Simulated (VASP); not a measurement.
Write the native input for VASP 6.6.1 that does the following.

* Task: single point
* Functional: PBE
* Potentials or basis: VASP PAW PBE potentials, release 64 (Cu, O)
* Cutoff: 520 eV
* k mesh: 22 × 22 × 22
* Occupations: fermi-dirac, width 0.0612256 eV
* Spin: no spin polarisation
* Dipole correction: no
* Further INCAR settings: ALGO = Normal; EDIFF = 1e-07; NBANDS = 16

The structure of CuO (rock salt type) lies in POSCAR:

```
CuO
1.0
    0.0000000000      2.0931638164      2.0931638164
    2.0931638164      0.0000000000      2.0931638164
    2.0931638164      2.0931638164      0.0000000000
Cu O
1 1
Direct
    0.0000000000      0.0000000000      0.0000000000
    0.5000000000      0.5000000000      0.5000000000
```

These files were run (other wordings do the same):

INCAR

```
SYSTEM = CuO
PREC = Accurate
ENCUT = 520
EDIFF = 1E-7
ISMEAR = -1
SIGMA = 0.06122561905347299
LREAL = .FALSE.
LASPH = .TRUE.
NELM = 100
ALGO = Normal
ISIF = 2
LWAVE = .FALSE.
LCHARG = .TRUE.
GGA = PE
LELF = .TRUE.
LVHAR = .TRUE.
NBANDS = 16
```

KPOINTS

```
regular mesh
0
G
  22 22 22
  0 0 0
```

Potentials or basis: VASP PAW PBE potentials, release 64 (Cu, O).

Command:

```bash
$ cat potpaw_PBE.64/Cu/POTCAR potpaw_PBE.64/O/POTCAR > POTCAR
$ mpirun -np 1 vasp_std > vasp.out
```

Results of the run:

- Pressure: 8.4 GPa

Caveat: an odd number of electrons without spin polarisation forces a metal; a magnetic or distorted state may lie lower.

Wall time 74 s on 1 thread of AMD EPYC 9R45 96-Core Processor (Zen 5), on a shared host, peak memory 0.19 GiB.
